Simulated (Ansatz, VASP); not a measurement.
BP in VASP and in Ansatz

```
B P
1.0
     0.00000    2.23021    2.23021
     2.23021    0.00000    2.23021
     2.23021    2.23021    0.00000
B P
1 1
Cartesian
  0.0000 0.0000 0.0000
  3.3453 3.3453 3.3453
```

Alike in both runs: task single point; functional LDA; k mesh 8 × 8 × 8; occupations gaussian, width 0.05 eV; no spin polarisation.

|  | VASP | Ansatz |
| --- | --- | --- |
| version | VASP 6.6.1 | Ansatz 0.2.0 |
| potentials or method | VASP PAW LDA potentials, release 64 (B, P), cutoff 520 eV | scalar-relativistic, plane waves, PAW |
| valence electrons in the cell | 8 | 8 |

|  | VASP | Ansatz | Ansatz less VASP |
| --- | --- | --- | --- |
| gap on the k mesh at the Fermi level (eV) | 1.16 | 1.16 | -0.001 |
| least direct gap on the mesh (eV) | 3.46 | 3.46 | -0.003 |
| pressure (GPa) | 3.6 | 3.7 | +0.12 |

LDA's correlation is that of Perdew and Zunger in VASP and of Perdew and Wang (1992) in Ansatz.
